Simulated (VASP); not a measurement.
# MgRh (Pm-3m) in VASP: a series of runs

The runs below take MgRh through single point, with LDA.

Everything below comes from runs of VASP 6.6.1. Logs are shortened: lines on timing, memory, paths and dates and some standing lists are left out, and cuts for length are marked.

### 1 The cell of the first run

The structure is cubic, space group Pm-3m (No. 221). The conventional cell has a = 3.036 Å, b = 3.036 Å, c = 3.036 Å, α = 90.00°, β = 90.00°, γ = 90.00°. Within 3.5 Å of Mg (site symmetry m-3m) lie 8 Rh at 2.63 Å and 6 Mg at 3.04 Å. Within 3.5 Å of Rh (site symmetry m-3m) lie 8 Mg at 2.63 Å and 6 Rh at 3.04 Å.

### 2 Single point, LDA

INCAR reads:

```
SYSTEM = MgRh
PREC = Accurate ; ENCUT = 520
EDIFF = 1E-7 ; ISMEAR = 1
SIGMA = 0.1 ; LREAL = .FALSE.
LASPH = .TRUE. ; NELM = 100
ALGO = Normal ; ISIF = 2
LWAVE = .FALSE. ; LCHARG = .FALSE.
GGA = CA ; NBANDS = 16
```

KPOINTS reads:

```
Automatic mesh
0
G
  7 7 7
  0 0 0
```

POSCAR reads:

```
MgRh
1.0
    3.0359332681      0.0000000000      0.0000000000
    0.0000000000      3.0359332681      0.0000000000
    0.0000000000      0.0000000000      3.0359332681
Mg Rh
1 1
Direct
    0.0000000000      0.0000000000      0.0000000000
    0.5000000000      0.5000000000      0.5000000000
```

Potentials or basis: VASP PAW LDA potentials, release 64 (Mg, Rh_pv).

Started as:

```
$ cat potpaw_LDA.64/Mg/POTCAR potpaw_LDA.64/Rh_pv/POTCAR > POTCAR
$ mpirun -np 1 vasp_std > vasp.out
```

OUTCAR:

```text
SYSTEM = MgRh
   PREC = Accurate
   ENCUT = 520
   EDIFF = 1E-7
   ISMEAR = 1
   LREAL = .FALSE.
   LASPH = .TRUE.
   NELM = 100
   ISIF = 2
   GGA = CA

 ion  position               nearest neighbor table
   1  0.000  0.000  0.000-   2 2.63   2 2.63   2 2.63   2 2.63   2 2.63   2 2.63   2 2.63   2 2.63

   2  0.500  0.500  0.500-   1 2.63   1 2.63   1 2.63   1 2.63   1 2.63   1 2.63   1 2.63   1 2.63

  LATTYP: Found a simple cubic cell.
 ALAT       =     3.0359332681

  Lattice vectors:

 A1 = (   3.0359332681,   0.0000000000,   0.0000000000)
 A2 = (   0.0000000000,   3.0359332681,   0.0000000000)
 A3 = (   0.0000000000,   0.0000000000,   3.0359332681)

Analysis of symmetry for initial positions (statically):
=====================================================================
 Subroutine PRICEL returns:
 Original cell was already a primitive cell.

 Routine SETGRP: Setting up the symmetry group for a
 simple cubic supercell.

 Subroutine GETGRP returns: Found 48 space group operations
 (whereof 48 operations were pure point group operations)
 out of a pool of 48 trial point group operations.

The static configuration has the point symmetry O_h .

Analysis of symmetry for dynamics (positions and initial velocities):
=====================================================================
 Subroutine PRICEL returns:
 Original cell was already a primitive cell.

 Routine SETGRP: Setting up the symmetry group for a
 simple cubic supercell.

 Subroutine GETGRP returns: Found 48 space group operations
 (whereof 48 operations were pure point group operations)
 out of a pool of 48 trial point group operations.

The dynamic configuration has the point symmetry O_h .

 Subroutine INISYM returns: Found 48 space group operations
 (whereof 48 operations are pure point group operations),
 and found     1 'primitive' translations

----------------------------------------------------------------------------------------

                                     Primitive cell

  volume of cell :      27.9819

  direct lattice vectors                    reciprocal lattice vectors
     3.035933268  0.000000000  0.000000000     0.329388004  0.000000000  0.000000000
     0.000000000  3.035933268  0.000000000     0.000000000  0.329388004  0.000000000
     0.000000000  0.000000000  3.035933268     0.000000000  0.000000000  0.329388004

  length of vectors
     3.035933268  3.035933268  3.035933268     0.329388004  0.329388004  0.329388004

  position of ions in fractional coordinates (direct lattice)
     0.000000000  0.000000000  0.000000000
     0.500000000  0.500000000  0.500000000

  ion indices of the primitive-cell ions
   primitive index   ion index
                 1           1
                 2           2

----------------------------------------------------------------------------------------

 KPOINTS: Automatic mesh

Automatic generation of k-mesh.
 Grid dimensions read from file:
 generate k-points for:    7    7    7

 Generating k-lattice:

  Cartesian coordinates                     Fractional coordinates (reciprocal lattice)
     0.047055429  0.000000000  0.000000000     0.142857143  0.000000000  0.000000000
     0.000000000  0.047055429  0.000000000     0.000000000  0.142857143  0.000000000
     0.000000000  0.000000000  0.047055429     0.000000000  0.000000000  0.142857143

  Length of vectors
     0.047055429  0.047055429  0.047055429

  Shift w.r.t. Gamma in fractional coordinates (k-lattice)
     0.000000000  0.000000000  0.000000000

 Subroutine IBZKPT returns following result:
 ===========================================

 Found     20 irreducible k-points:

 Following reciprocal coordinates:
            Coordinates               Weight
  0.000000  0.000000  0.000000      1.000000
  0.142857  0.000000  0.000000      6.000000
  0.285714  0.000000  0.000000      6.000000
  0.428571  0.000000  0.000000      6.000000
  0.142857  0.142857  0.000000     12.000000
  0.285714  0.142857  0.000000     24.000000
[... 12 lines left out ...]
  0.428571  0.428571  0.285714     24.000000
  0.428571  0.428571  0.428571      8.000000
   k-points           NKPTS =     20   k-points in BZ     NKDIM =     20   number of bands    NBANDS=     16
   number of dos      NEDOS =    301   number of ions     NIONS =      2
   total plane-waves  NPLWV =  13824
   dimension x,y,z NGX =    24 NGY =   24 NGZ =   24
   dimension x,y,z NGXF=    48 NGYF=   48 NGZF=   48
   ions per type =               1   1
   NGX,Y,Z   is equivalent  to a cutoff of  13.14, 13.14, 13.14 a.u.
   NGXF,Y,Z  is equivalent  to a cutoff of  26.28, 26.28, 26.28 a.u.
 SYSTEM =  MgRh
   PREC   = accura    normal or accurate (medium, high low for compatibility)
   ISTART =      0    job   : 0-new  1-cont  2-samecut
   ICHARG =      2    charge: 1-file 2-atom 10-const
   ISPIN  =      1    spin polarized calculation?
   LNONCOLLINEAR =      F non collinear calculations
   LSORBIT =      F    spin-orbit coupling
   LASPH  =      T    aspherical Exc in radial PAW
   ENCUT  =  520.0 eV  38.22 Ry    6.18 a.u.   5.64  5.64  5.64*2*pi/ulx,y,z
   NELM   =    100;   NELMIN=  2; NELMDL= -5     # of ELM steps
   EDIFF  = 0.1E-06   stopping-criterion for ELM
   LREAL  =      F    real-space projection
   EDIFFG = 0.1E-05   stopping-criterion for IOM
   NSW    =      0    number of steps for IOM
   IBRION =     -1    ionic relax: 0-MD 1-quasi-New 2-CG
   NFREE  =      0    steps in history (QN), initial steepest desc. (CG)
   ISIF   =      2    stress and relaxation
   ISYM   =      2    0-nonsym 1-usesym 2-fastsym
   POTIM  = 0.5000    time-step for ionic-motion
   TEBEG  =    0.0;   TEEND  =   0.0 temperature during run
   PSTRESS=    0.0 pullay stress
   NELECT =      17.0000    total number of electrons
   NUPDOWN=      -1.0000    fix difference up-down
   EMIN   =  10.00;   EMAX   =-10.00  energy-range for DOS
   EFERMI =   0.00;   METHOD = LEGACY
   ISMEAR =     1;   SIGMA  =   0.10  broadening in eV -4-tet -1-fermi 0-gaus
   EFERMI_NEDOS =   21; number of points for ismear=-14 and -15
   IALGO  =     38    algorithm
   IMIX   =      4    mixing-type and parameters
     AMIX     =   0.40;   BMIX     =  1.00
     AMIX_MAG =   1.60;   BMIX_MAG =  1.00
  volume/ion in A,a.u.               =      13.99        94.42
  Fermi-wavevector in a.u.,A,eV,Ry     =   1.386540  2.620180 26.157089  1.922492
  Thomas-Fermi vector in A             =   2.510846
   LORBIT       =      0    0 simple, 1 ext, 2 COOP (PROOUT), +10 PAW based schemes
   GGA     = CA    functional components
   LHFCALC =     F    Hartree Fock is set to
   AEXX    =    0.0000 exact exchange contribution
   IVDW    =     0    specifies the selected vdW correction
   LEPSILON=     F    determine dielectric tensor
   LRPA    =     F    only Hartree local field effects (RPA)
 non-spin polarized calculation
 Methfessel and Paxton  Order N= 1 SIGMA  =   0.10
  energy-cutoff  :      520.00
  volume of cell :       27.98
 maximum number of plane-waves:       764
 NGX is ok and might be reduce to    24
   NGX = 11   NGY = 11   NGZ = 11

 number of electron      16.9999998 magnetization

 Free energy of the ion-electron system (eV)
  ---------------------------------------------------
  ext. energy  EPLUGINS =         0.00000000
  ---------------------------------------------------
  free energy    TOTEN  =       -11.49074620 eV

  energy without entropy =      -11.49069870  energy(sigma->0) =      -11.49073036

 E-fermi :   7.3304     XC(G=0): -12.3098

 val. band max:        7.2809943759   @ k =   0.4286   0.4286   0.0000
 cond. band min:       7.4046382582   @ k =   0.4286   0.2857   0.1429
 fundamental gap:      0.1236438822
 Fermi energy:         7.3304025891

 k-point     1 :       0.0000    0.0000    0.0000
  band No.  band energies     occupation
      1     -37.8650      2.00000
      2     -37.8650      2.00000
      3     -37.8650      2.00000
      4      -0.1107      2.00000
      5       3.9582      2.00000
      6       3.9582      2.00000
[... 8 lines left out ...]
     15      24.9497      0.00000
     16      28.0068      0.00000

 k-point     2 :       0.1429    0.0000    0.0000
  band No.  band energies     occupation
      1     -37.8877      2.00000
      2     -37.8632      2.00000
      3     -37.8632      2.00000
      4       0.2637      2.00000
      5       4.0525      2.00000
      6       4.1399      2.00000
[... 8 lines left out ...]
     15      26.1381      0.00000
     16      27.0242      0.00000

 k-point     3 :       0.2857    0.0000    0.0000
  band No.  band energies     occupation
      1     -37.9385      2.00000
      2     -37.8593      2.00000
      3     -37.8593      2.00000
      4       1.2827      2.00000
      5       4.2767      2.00000
      6       4.5157      2.00000
[... 8 lines left out ...]
     15      25.0367      0.00000
     16      25.0367      0.00000

 k-point     4 :       0.4286    0.0000    0.0000
  band No.  band energies     occupation
      1     -37.9789      2.00000
      2     -37.8562      2.00000
      3     -37.8562      2.00000
      4       2.5101      2.00000
      5       4.4704      2.00000
      6       4.5901      2.00000
[... 8 lines left out ...]
     15      23.3226      0.00000
     16      23.3226      0.00000

 k-point     5 :       0.1429    0.1429    0.0000
  band No.  band energies     occupation
      1     -37.8865      2.00000
      2     -37.8851      2.00000
      3     -37.8615      2.00000
      4       0.6302      2.00000
      5       4.1772      2.00000
      6       4.2995      2.00000
[... 8 lines left out ...]
     15      25.4693      0.00000
     16      26.9749      0.00000

 k-point     6 :       0.2857    0.1429    0.0000
  band No.  band energies     occupation
      1     -37.9362      2.00000
      2     -37.8815      2.00000
      3     -37.8575      2.00000
      4       1.6194      2.00000
      5       4.3763      2.00000
      6       4.6675      2.00000
[... 8 lines left out ...]
     15      23.6497      0.00000
     16      25.1000      0.00000

 k-point     7 :       0.4286    0.1429    0.0000
  band No.  band energies     occupation
      1     -37.9764      2.00000
      2     -37.8781      2.00000
      3     -37.8543      2.00000
      4       2.8354      2.00000
      5       4.2608      2.00000
      6       4.6928      2.00000
[... 8 lines left out ...]
     15      23.2364      0.00000
     16      24.8528      0.00000

 k-point     8 :       0.2857    0.2857    0.0000
  band No.  band energies     occupation
      1     -37.9323      2.00000
      2     -37.9301      2.00000
      3     -37.8534      2.00000
      4       2.4535      2.00000
      5       4.3026      2.00000
      6       5.3110      2.00000
[... 8 lines left out ...]
     15      24.5738      0.00000
     16      24.6866      0.00000

 k-point     9 :       0.4286    0.2857    0.0000
  band No.  band energies     occupation
      1     -37.9708      2.00000
      2     -37.9271      2.00000
      3     -37.8502      2.00000
      4       3.2820      2.00000
      5       4.0045      2.00000
      6       5.5003      2.00000
[... 8 lines left out ...]
     15      23.1716      0.00000
     16      24.2631      0.00000
[... 96 lines left out ...]
 k-point    15 :       0.4286    0.2857    0.1429
  band No.  band energies     occupation
      1     -37.9685      2.00000
      2     -37.9252      2.00000
      3     -37.8719      2.00000
      4       3.4283      2.00000
      5       4.3505      2.00000
      6       5.2401      2.00000
[... 8 lines left out ...]
     15      23.1078      0.00000
     16      25.3630      0.00000

 k-point    16 :       0.4286    0.4286    0.1429
  band No.  band energies     occupation
      1     -37.9644      2.00000
      2     -37.9640      2.00000
      3     -37.8685      2.00000
      4       3.2465      2.00000
      5       4.7082      2.00000
      6       5.3087      2.00000
[... 8 lines left out ...]
     15      21.4547      0.00000
     16      25.1829      0.00000

 k-point    17 :       0.2857    0.2857    0.2857
  band No.  band energies     occupation
      1     -37.9257      2.00000
      2     -37.9238      2.00000
      3     -37.9238      2.00000
      4       3.2604      2.00000
      5       4.8584      2.00000
      6       4.8584      2.00000
[... 8 lines left out ...]
     15      20.3683      0.00000
     16      27.2552      0.00000

 k-point    18 :       0.4286    0.2857    0.2857
  band No.  band energies     occupation
      1     -37.9636      2.00000
      2     -37.9210      2.00000
      3     -37.9204      2.00000
      4       3.6203      2.00000
      5       4.5240      2.00000
      6       4.6671      2.00000
[... 8 lines left out ...]
     15      20.9257      0.00000
     16      24.9948      0.00000

 k-point    19 :       0.4286    0.4286    0.2857
  band No.  band energies     occupation
      1     -37.9597      2.00000
      2     -37.9594      2.00000
      3     -37.9171      2.00000
      4       3.5507      2.00000
      5       4.3711      2.00000
      6       4.4397      2.00000
[... 8 lines left out ...]
     15      19.0133      0.00000
     16      22.3228      0.00000

 k-point    20 :       0.4286    0.4286    0.4286
  band No.  band energies     occupation
      1     -37.9560      2.00000
      2     -37.9558      2.00000
      3     -37.9558      2.00000
      4       3.7744      2.00000
      5       3.9477      2.00000
      6       3.9477      2.00000
[... 8 lines left out ...]
     15      17.5031      0.00000
     16      19.5733      0.00000

------------------------ aborting loop because EDIFF is reached ----------------------------------------

  FORCE on cell =-STRESS in cart. coord.  units (eV):
  Direction    XX          YY          ZZ          XY          YZ          ZX
  --------------------------------------------------------------------------------------
  -------------------------------------------------------------------------------------
  Total        0.2395355      0.2395355      0.2395355      0.0000000     -0.0000000     -0.0000000
  in kB       13.7152536     13.7152536     13.7152536      0.0000000     -0.0000000     -0.0000000
  external PRESSURE =      13.7152536 kB  Pullay stress =       0.0000000 kB

 VOLUME and BASIS-vectors are now :
 -----------------------------------------------------------------------------
  energy-cutoff  :      520.00
  volume of cell :       27.98
      direct lattice vectors                 reciprocal lattice vectors
     3.035933268  0.000000000  0.000000000     0.329388004  0.000000000  0.000000000
     0.000000000  3.035933268  0.000000000     0.000000000  0.329388004  0.000000000
     0.000000000  0.000000000  3.035933268     0.000000000  0.000000000  0.329388004

 POSITION                                       TOTAL-FORCE (eV/Angst)
 -----------------------------------------------------------------------------------
      0.00000      0.00000      0.00000         0.000000      0.000000      0.000000
      1.51797      1.51797      1.51797         0.000000      0.000000      0.000000
 -----------------------------------------------------------------------------------
    total drift:                                0.000000     -0.000000     -0.000000

  FREE ENERGIE OF THE ION-ELECTRON SYSTEM (eV)
  ---------------------------------------------------
  free  energy   TOTEN  =       -11.4907461956 eV

  energy  without entropy=      -11.4906986956  energy(sigma->0) =      -11.49073036
```

Wall time 2.8 s (1 thread of Intel Xeon 6975P-C (Granite Rapids), shared host); peak memory 0.13 GiB.

Results:

```yaml
Free_energy: -11.4907 eV
Pressure: 1.4 GPa
```

(Continued in part 2 of 2.)
